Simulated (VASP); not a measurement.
# Au (Cmcm) in VASP: a series of runs

Aim: see how the results for Au move with the level of theory and the settings. Levels: PBE+U, PBE, RPBE. Tasks: single point, relaxation of volume and atoms at fixed shape.

Everything below comes from runs of VASP 6.6.1. Logs are shortened: lines on timing, memory, paths and dates and some standing lists are left out, and cuts for length are marked.

## 1. The cell of the first run

Symmetry: Cmcm, No. 63, orthorhombic system. Conventional cell: a = 2.871 Å, b = 5.200 Å, c = 4.978 Å, α = 90.00°, β = 90.00°, γ = 90.00°. Within 3.8 Å of Au (site symmetry m2m) lie 12 Au at 2.87 to 3.04 Å.

## 2. Single point, PBE+U

The input, INCAR:

```
SYSTEM = Au
PREC = Accurate ; ENCUT = 520
EDIFF = 1E-7 ; ISMEAR = 1
SIGMA = 0.014 ; LREAL = .FALSE.
LASPH = .TRUE. ; NELM = 150
ALGO = Normal ; ISIF = 2
LWAVE = .FALSE. ; LCHARG = .TRUE.
LMAXMIX = 4 ; LDAU = .TRUE.
LDAUTYPE = 1 ; LDAUL = 2
LDAUU = 5.7 ; LDAUJ = 1
LDAUPRINT = 1 ; GGA = PE
LELF = .TRUE. ; LVHAR = .TRUE.
NBANDS = 18
```

The input, KPOINTS:

```
regular mesh
0
G
  4 4 2
  0 0 0
```

The input, POSCAR:

```
Au
1.0
    1.4356768184     -2.6000622714      0.0000000000
    1.4356768184      2.6000622714      0.0000000000
    0.0000000000      0.0000000000      4.9776522179
Au
2
Direct
    0.6537254121      0.3462745879      0.2500000000
    0.3462745879      0.6537254121      0.7500000000
```

Potentials or basis: VASP PAW PBE potentials, release 64 (Au).

The run is started by

```sh
$ cat potpaw_PBE.64/Au/POTCAR > POTCAR
$ mpirun -np 1 vasp_std > vasp.out
```

OUTCAR:

```text
SYSTEM = Au
   PREC = Accurate
   ENCUT = 520
   EDIFF = 1E-7
   ISMEAR = 1
   LREAL = .FALSE.
   LASPH = .TRUE.
   NELM = 150
   ISIF = 2
   GGA = PE

 ion  position               nearest neighbor table
   1  0.654  0.346  0.250-   2 2.96   2 2.96   2 3.04   2 3.04   2 3.04   2 3.04
   2  0.346  0.654  0.750-   1 2.96   1 2.96   1 3.04   1 3.04   1 3.04   1 3.04

  LATTYP: Found a base centered orthorhombic cell.
 ALAT       =     2.8713536368
 B/A-ratio  =     1.8110359087
 C/A-ratio  =     1.7335559626

  Lattice vectors:

 A1 = (   1.4356768184,  -2.6000622714,   0.0000000000)
 A2 = (   1.4356768184,   2.6000622714,   0.0000000000)
 A3 = (   0.0000000000,   0.0000000000,   4.9776522179)

Analysis of symmetry for initial positions (statically):
=====================================================================
 Subroutine PRICEL returns:
 Original cell was already a primitive cell.

 Routine SETGRP: Setting up the symmetry group for a
 base centered orthorhombic supercell.

 Subroutine GETGRP returns: Found  8 space group operations
 (whereof  4 operations were pure point group operations)
 out of a pool of  8 trial point group operations.

The static configuration has the point symmetry C_2h.
 The point group associated with its full space group is D_2h.

Analysis of symmetry for dynamics (positions and initial velocities):
=====================================================================
 Subroutine PRICEL returns:
 Original cell was already a primitive cell.

 Routine SETGRP: Setting up the symmetry group for a
 base centered orthorhombic supercell.

 Subroutine GETGRP returns: Found  8 space group operations
 (whereof  4 operations were pure point group operations)
 out of a pool of  8 trial point group operations.

The dynamic configuration has the point symmetry C_2h.
 The point group associated with its full space group is D_2h.

 Subroutine INISYM returns: Found  8 space group operations
 (whereof  4 operations are pure point group operations),
 and found     1 'primitive' translations

----------------------------------------------------------------------------------------

                                     Primitive cell

  volume of cell :      37.1616

  direct lattice vectors                    reciprocal lattice vectors
     1.435676818 -2.600062271  0.000000000     0.348267795 -0.192303087  0.000000000
     1.435676818  2.600062271  0.000000000     0.348267795  0.192303087  0.000000000
     0.000000000  0.000000000  4.977652218     0.000000000  0.000000000  0.200897925

  length of vectors
     2.970099618  2.970099618  4.977652218     0.397832797  0.397832797  0.200897925

  position of ions in fractional coordinates (direct lattice)
     0.653725412  0.346274588  0.250000000
     0.346274588  0.653725412  0.750000000

  ion indices of the primitive-cell ions
   primitive index   ion index
                 1           1
                 2           2

----------------------------------------------------------------------------------------

[... 82 lines left out ...]
   LORBIT       =      0    0 simple, 1 ext, 2 COOP (PROOUT), +10 PAW based schemes
 LDA+U is selected, type is set to LDAUTYPE =  1
   angular momentum for each species LDAUL =     2
   U (eV)           for each species LDAUU =   5.7
   J (eV)           for each species LDAUJ =   1.0
   GGA     = PE    functional components
   LHFCALC =     F    Hartree Fock is set to
   AEXX    =    0.0000 exact exchange contribution
   IVDW    =     0    specifies the selected vdW correction
   LEPSILON=     F    determine dielectric tensor
   LRPA    =     F    only Hartree local field effects (RPA)
 non-spin polarized calculation
 Methfessel and Paxton  Order N= 1 SIGMA  =   0.01
  energy-cutoff  :      520.00
  volume of cell :       37.16
 maximum number of plane-waves:      1026
 NGX is ok and might be reduce to    24
   NGX = 11   NGY = 11   NGZ = 19

atom =   1  type =  1  l = 2

 onsite density matrix

spin component  1

  0.9047  0.0000  0.0000  0.0000 -0.0000
  0.0000  0.9083  0.0000 -0.0000 -0.0000
  0.0000  0.0000  0.9023  0.0000  0.0036
  0.0000 -0.0000  0.0000  0.9131 -0.0000
 -0.0000 -0.0000  0.0036 -0.0000  0.9011

spin component  2

  0.9047  0.0000  0.0000  0.0000 -0.0000
  0.0000  0.9083  0.0000 -0.0000 -0.0000
  0.0000  0.0000  0.9023  0.0000  0.0036
  0.0000 -0.0000  0.0000  0.9131 -0.0000
 -0.0000 -0.0000  0.0036 -0.0000  0.9011

 occupancies and eigenvectors

  o =  0.8981  v =  0.0000  0.0000 -0.6476  0.0000  0.7620  0.0000  0.0000  0.0000  0.0000  0.0000      0.0000  0.0000  0.0000  0.0000  0.0000  0.0000  0.0000  0.0000  0.0000  0.0000
  o =  0.8981  v =  0.0000  0.0000  0.0000  0.0000  0.0000  0.0000  0.0000 -0.6476  0.0000  0.7620      0.0000  0.0000  0.0000  0.0000  0.0000  0.0000  0.0000  0.0000  0.0000  0.0000
  o =  0.9047  v =  0.0000  0.0000  0.0000  0.0000  0.0000  1.0000  0.0000  0.0000  0.0000  0.0000      0.0000  0.0000  0.0000  0.0000  0.0000  0.0000  0.0000  0.0000  0.0000  0.0000
  o =  0.9047  v =  1.0000  0.0000  0.0000  0.0000  0.0000  0.0000  0.0000  0.0000  0.0000  0.0000      0.0000  0.0000  0.0000  0.0000  0.0000  0.0000  0.0000  0.0000  0.0000  0.0000
  o =  0.9053  v =  0.0000  0.0000 -0.7620 -0.0000 -0.6476  0.0000  0.0000  0.0000  0.0000  0.0000      0.0000  0.0000  0.0000  0.0000  0.0000  0.0000  0.0000  0.0000  0.0000  0.0000
  o =  0.9053  v =  0.0000  0.0000  0.0000  0.0000  0.0000  0.0000  0.0000 -0.7620 -0.0000 -0.6476      0.0000  0.0000  0.0000  0.0000  0.0000  0.0000  0.0000  0.0000  0.0000  0.0000
  o =  0.9083  v =  0.0000 -1.0000 -0.0000  0.0000 -0.0000  0.0000  0.0000  0.0000  0.0000  0.0000      0.0000  0.0000  0.0000  0.0000  0.0000  0.0000  0.0000  0.0000  0.0000  0.0000
  o =  0.9083  v =  0.0000  0.0000  0.0000  0.0000  0.0000  0.0000 -1.0000 -0.0000  0.0000 -0.0000      0.0000  0.0000  0.0000  0.0000  0.0000  0.0000  0.0000  0.0000  0.0000  0.0000
  o =  0.9131  v =  0.0000  0.0000  0.0000  0.0000  0.0000  0.0000  0.0000  0.0000  1.0000  0.0000      0.0000  0.0000  0.0000  0.0000  0.0000  0.0000  0.0000  0.0000  0.0000  0.0000
  o =  0.9131  v =  0.0000  0.0000  0.0000  1.0000  0.0000  0.0000  0.0000  0.0000  0.0000  0.0000      0.0000  0.0000  0.0000  0.0000  0.0000  0.0000  0.0000  0.0000  0.0000  0.0000

atom =   2  type =  1  l = 2

 onsite density matrix

spin component  1

  0.9047  0.0000  0.0000  0.0000 -0.0000
  0.0000  0.9083  0.0000 -0.0000 -0.0000
  0.0000  0.0000  0.9023  0.0000  0.0036
  0.0000 -0.0000  0.0000  0.9131 -0.0000
 -0.0000 -0.0000  0.0036 -0.0000  0.9011

spin component  2

  0.9047  0.0000  0.0000  0.0000 -0.0000
  0.0000  0.9083  0.0000 -0.0000 -0.0000
  0.0000  0.0000  0.9023  0.0000  0.0036
  0.0000 -0.0000  0.0000  0.9131 -0.0000
 -0.0000 -0.0000  0.0036 -0.0000  0.9011

 occupancies and eigenvectors

  o =  0.8981  v =  0.0000 -0.0000 -0.6476  0.0000  0.7620  0.0000  0.0000  0.0000  0.0000  0.0000      0.0000  0.0000  0.0000  0.0000  0.0000  0.0000  0.0000  0.0000  0.0000  0.0000
  o =  0.8981  v =  0.0000  0.0000  0.0000  0.0000  0.0000  0.0000 -0.0000 -0.6476  0.0000  0.7620      0.0000  0.0000  0.0000  0.0000  0.0000  0.0000  0.0000  0.0000  0.0000  0.0000
  o =  0.9047  v =  0.0000  0.0000  0.0000  0.0000  0.0000  1.0000  0.0000  0.0000  0.0000  0.0000      0.0000  0.0000  0.0000  0.0000  0.0000  0.0000  0.0000  0.0000  0.0000  0.0000
  o =  0.9047  v =  1.0000  0.0000  0.0000  0.0000  0.0000  0.0000  0.0000  0.0000  0.0000  0.0000      0.0000  0.0000  0.0000  0.0000  0.0000  0.0000  0.0000  0.0000  0.0000  0.0000
  o =  0.9053  v =  0.0000  0.0000 -0.7620 -0.0000 -0.6476  0.0000  0.0000  0.0000  0.0000  0.0000      0.0000  0.0000  0.0000  0.0000  0.0000  0.0000  0.0000  0.0000  0.0000  0.0000
  o =  0.9053  v =  0.0000  0.0000  0.0000  0.0000  0.0000  0.0000  0.0000 -0.7620 -0.0000 -0.6476      0.0000  0.0000  0.0000  0.0000  0.0000  0.0000  0.0000  0.0000  0.0000  0.0000
  o =  0.9083  v =  0.0000  1.0000  0.0000 -0.0000  0.0000  0.0000  0.0000  0.0000  0.0000  0.0000      0.0000  0.0000  0.0000  0.0000  0.0000  0.0000  0.0000  0.0000  0.0000  0.0000
  o =  0.9083  v =  0.0000  0.0000  0.0000  0.0000  0.0000  0.0000  1.0000  0.0000 -0.0000  0.0000      0.0000  0.0000  0.0000  0.0000  0.0000  0.0000  0.0000  0.0000  0.0000  0.0000
  o =  0.9131  v =  0.0000  0.0000  0.0000  0.0000  0.0000  0.0000 -0.0000 -0.0000 -1.0000 -0.0000      0.0000  0.0000  0.0000  0.0000  0.0000  0.0000  0.0000  0.0000  0.0000  0.0000
  o =  0.9131  v =  0.0000 -0.0000 -0.0000 -1.0000 -0.0000  0.0000  0.0000  0.0000  0.0000  0.0000      0.0000  0.0000  0.0000  0.0000  0.0000  0.0000  0.0000  0.0000  0.0000  0.0000

 number of electron      22.0000000 magnetization

 Free energy of the ion-electron system (eV)
  ---------------------------------------------------
  ext. energy  EPLUGINS =         0.00000000
  ---------------------------------------------------
  free energy    TOTEN  =        -1.69784426 eV

  energy without entropy =       -1.69759743  energy(sigma->0) =       -1.69776198

 E-fermi :   8.3092     XC(G=0): -12.0985

 val. band max:        8.3092200589   @ k =   0.5000   0.5000   0.5000
 cond. band min:       8.4201324900   @ k =   0.5000   0.2500   0.5000
 fundamental gap:      0.1109124311
 Fermi energy:         8.3092200589

 k-point     1 :       0.0000    0.0000    0.0000
  band No.  band energies     occupation
      1      -0.8150      2.00000
      2       0.4709      2.00000
      3       2.1272      2.00000
      4       2.2148      2.00000
      5       2.6334      2.00000
      6       2.7794      2.00000
[... 271 lines left out ...]
      5       3.6012      2.00000
      6       3.6012      2.00000
[... 10 lines left out ...]
     17      21.9628      0.00000
     18      21.9628      0.00000

------------------------ aborting loop because EDIFF is reached ----------------------------------------

  FORCE on cell =-STRESS in cart. coord.  units (eV):
  Direction    XX          YY          ZZ          XY          YZ          ZX
  --------------------------------------------------------------------------------------
  -------------------------------------------------------------------------------------
  Total       -0.3738552     -0.4416761     -2.1753752      0.0000000      0.0000000      0.0000000
  in kB      -16.1182918    -19.0423029    -93.7885383      0.0000000      0.0000000      0.0000000
  external PRESSURE =     -42.9830443 kB  Pullay stress =       0.0000000 kB

 VOLUME and BASIS-vectors are now :
 -----------------------------------------------------------------------------
  energy-cutoff  :      520.00
  volume of cell :       37.16
      direct lattice vectors                 reciprocal lattice vectors
     1.435676818 -2.600062271  0.000000000     0.348267795 -0.192303087  0.000000000
     1.435676818  2.600062271  0.000000000     0.348267795  0.192303087  0.000000000
     0.000000000  0.000000000  4.977652218     0.000000000  0.000000000  0.200897925

 POSITION                                       TOTAL-FORCE (eV/Angst)
 -----------------------------------------------------------------------------------
      1.43568     -0.79939      1.24441         0.000000      0.010310     -0.000000
      1.43568      0.79939      3.73324         0.000000     -0.010310      0.000000
 -----------------------------------------------------------------------------------
    total drift:                               -0.000000     -0.000000      0.000000

  FREE ENERGIE OF THE ION-ELECTRON SYSTEM (eV)
  ---------------------------------------------------
  free  energy   TOTEN  =        -1.6978442592 eV

  energy  without entropy=       -1.6975974262  energy(sigma->0) =       -1.69776198
```

Wall time 5.9 s (1 thread of Intel Xeon 6975P-C (Granite Rapids), shared host); peak memory 0.16 GiB.

Results:

```
Free energy            : -1.6978 eV
Pressure               : -4.3 GPa
Largest force          : 0.010 eV/Å
Band gap on the k mesh : zero (band 11 reaches 8.90 eV, above the bottom of band 12 at 4.18 eV)
```

Forces on the atoms (eV/Å):
```
Au   0.000  0.010  0.000
Au   0.000 -0.010  0.000
```

Stress tensor (GPa, compression positive):
```
-1.61  0.00  0.00
 0.00 -1.90  0.00
 0.00  0.00 -9.38
```

Eigenvalues of the final occupation matrices:
```csv
site,spin,trace,eigenvalues
site 1 d,1,4.53,0.90 0.90 0.91 0.91 0.91
site 1 d,2,4.53,0.90 0.90 0.91 0.91 0.91
site 2 d,1,4.53,0.90 0.90 0.91 0.91 0.91
site 2 d,2,4.53,0.90 0.90 0.91 0.91 0.91
```

Caveat: the k points lie up to 0.63 Å⁻¹ apart; spin-orbit coupling is left out, which moves the levels of the heavy elements; U without spin polarisation on a metal has little footing; the U is typed as a test and isn't derived for this compound.

## 3. Single point, PBE

This run uses another cell than the first one, of 15.13 Å³/atom, 0.814 times its volume.

The input, INCAR:

```
PREC = Accurate ; ENCUT = 520
EDIFF = 1E-6 ; ISMEAR = 0
SIGMA = 0.1 ; LREAL = F
LASPH = T ; NELM = 60
ALGO = Normal ; ISIF = 2
LWAVE = F ; LCHARG = F
GGA = PE ; NBANDS = 18
```

The input, KPOINTS:

```
Automatic mesh
0
Gamma
  6 6 4
```

The input, POSCAR:

```
Au
1.0
    1.3405489660     -2.4277823148      0.0000000000
    1.3405489660      2.4277823148      0.0000000000
    0.0000000000      0.0000000000      4.6478333063
Au
2
Direct
    0.6653279700      0.3346720300      0.2500000000
    0.3346720300      0.6653279700      0.7500000000
```

Potentials or basis: VASP PAW PBE potentials, release 64 (Au).

The run is started by

```sh
$ cat potpaw_PBE.64/Au/POTCAR > POTCAR
$ mpirun -np 1 vasp_std > vasp.out
```

OUTCAR:

```text
PREC = Accurate
   ENCUT = 520
   EDIFF = 1E-6
   ISMEAR = 0
   LREAL = F
   LASPH = T
   NELM = 60
   ISIF = 2
   GGA = PE

 ion  position               nearest neighbor table
   1  0.665  0.335  0.250-   2 2.81   2 2.81   2 2.81   2 2.81   2 2.82   2 2.82
   2  0.335  0.665  0.750-   1 2.81   1 2.81   1 2.81   1 2.81   1 2.82   1 2.82

  LATTYP: Found a base centered orthorhombic cell.
 ALAT       =     2.6810979320
 B/A-ratio  =     1.8110359087
 C/A-ratio  =     1.7335559626

  Lattice vectors:

 A1 = (   1.3405489660,  -2.4277823148,   0.0000000000)
 A2 = (   1.3405489660,   2.4277823148,   0.0000000000)
 A3 = (   0.0000000000,   0.0000000000,   4.6478333063)

Analysis of symmetry for initial positions (statically):
=====================================================================
 Subroutine PRICEL returns:
 Original cell was already a primitive cell.

 Routine SETGRP: Setting up the symmetry group for a
 base centered orthorhombic supercell.

 Subroutine GETGRP returns: Found  8 space group operations
[... 159 lines left out ...]

 Free energy of the ion-electron system (eV)
  ---------------------------------------------------
  ext. energy  EPLUGINS =         0.00000000
  ---------------------------------------------------
  free energy    TOTEN  =        -5.74405300 eV

  energy without entropy =       -5.74169870  energy(sigma->0) =       -5.74287585

 E-fermi :  11.9087     XC(G=0): -13.4431

 val. band max:       11.8846232052   @ k =   0.5000   0.5000   0.0000
 cond. band min:      11.9632515404   @ k =   0.5000  -0.0000   0.5000
 fundamental gap:      0.0786283352
 Fermi energy:        11.9087174555

 k-point     1 :       0.0000    0.0000    0.0000
  band No.  band energies     occupation
      1       0.4072      2.00000
      2       2.9737      2.00000
      3       5.8587      2.00000
      4       5.9488      2.00000
      5       6.3977      2.00000
      6       6.6978      2.00000
[... 481 lines left out ...]
      5       6.0439      2.00000
      6       7.0071      2.00000
[... 10 lines left out ...]
     17      25.5033      0.00000
     18      26.4050      0.00000

 [... further k-points ...]
[... 5 lines left out ...]
  --------------------------------------------------------------------------------------
  -------------------------------------------------------------------------------------
  Total        7.8781636      8.7547175      6.0622934      0.0000000      0.0000000      0.0000000
  in kB      417.2175941    463.6387812    321.0514028      0.0000000      0.0000000      0.0000000
  external PRESSURE =     400.6359260 kB  Pullay stress =       0.0000000 kB

 VOLUME and BASIS-vectors are now :
 -----------------------------------------------------------------------------
  energy-cutoff  :      520.00
  volume of cell :       30.25
      direct lattice vectors                 reciprocal lattice vectors
     1.340548966 -2.427782315  0.000000000     0.372981527 -0.205949272  0.000000000
     1.340548966  2.427782315  0.000000000     0.372981527  0.205949272  0.000000000
     0.000000000  0.000000000  4.647833306     0.000000000  0.000000000  0.215154016

 POSITION                                       TOTAL-FORCE (eV/Angst)
 -----------------------------------------------------------------------------------
      1.34055     -0.80276      1.16196         0.000000      0.114675     -0.000000
      1.34055      0.80276      3.48587         0.000000     -0.114675      0.000000
 -----------------------------------------------------------------------------------
    total drift:                                0.000000      0.000000     -0.000000

  FREE ENERGIE OF THE ION-ELECTRON SYSTEM (eV)
  ---------------------------------------------------
  free  energy   TOTEN  =        -5.7440530044 eV

  energy  without entropy=       -5.7416987009  energy(sigma->0) =       -5.74287585
```

OSZICAR:

```text
N       E                     dE             d eps       ncg     rms          rms(c)
DAV:   1     0.127518573193E+03    0.12752E+03   -0.11975E+04  1404   0.121E+03
DAV:   2    -0.406876953750E+01   -0.13159E+03   -0.12609E+03  1488   0.272E+02
DAV:   3    -0.628398869045E+01   -0.22152E+01   -0.22048E+01  1626   0.354E+01
DAV:   4    -0.629310344004E+01   -0.91147E-02   -0.91138E-02  1546   0.238E+00
DAV:   5    -0.629317752307E+01   -0.74083E-04   -0.74084E-04  1570   0.226E-01    0.194E+01
DAV:   6    -0.580938432050E+01    0.48379E+00   -0.74098E-01  1438   0.821E+00    0.118E+01
DAV:   7    -0.575278179986E+01    0.56603E-01   -0.18519E-01  1516   0.413E+00    0.293E+00
DAV:   8    -0.574407453245E+01    0.87073E-02   -0.26938E-02  1458   0.148E+00    0.453E-01
DAV:   9    -0.574404208967E+01    0.32443E-04   -0.10615E-04  1584   0.918E-02    0.321E-02
DAV:  10    -0.574405277576E+01   -0.10686E-04   -0.56626E-06  1526   0.217E-02    0.341E-03
DAV:  11    -0.574405300443E+01   -0.22867E-06   -0.47415E-07   786   0.599E-03
   1 F= -.57440530E+01 E0= -.57428759E+01  d E =-.235430E-02
```

stdout:

```text
POSCAR found type information on POSCAR Au
 POSCAR found :  1 types and       2 ions
 scaLAPACK will be used
 LDA part: xc-table for (Slater+PW92), standard interpolation
 POSCAR, INCAR and KPOINTS ok, starting setup
 FFT: planning ... GRIDC
 FFT: planning ... GRID_SOFT
 FFT: planning ... GRID
 WAVECAR not read
 entering main loop
```

Wall time 7.8 s (1 thread of Intel Xeon 6975P-C (Granite Rapids), shared host); peak memory 0.16 GiB.

What came out:

| Property | Result |
| --- | --- |
| Free energy | -5.7441 eV |
| Pressure | 40.1 GPa |
| Largest force | 0.115 eV/Å |
| Band gap on the k mesh | zero (band 11 reaches 16.35 eV, above the bottom of band 12 at 8.77 eV) |

Forces on the atoms (eV/Å):
```
Au   0.000  0.115  0.000
Au   0.000 -0.115  0.000
```

Stress tensor (GPa, compression positive):
```
41.72  0.00  0.00
 0.00 46.36  0.00
 0.00  0.00 32.11
```

Caveat: the k points lie up to 0.45 Å⁻¹ apart; spin-orbit coupling is left out, which moves the levels of the heavy elements.

(Part 1 of 2 ends here.)
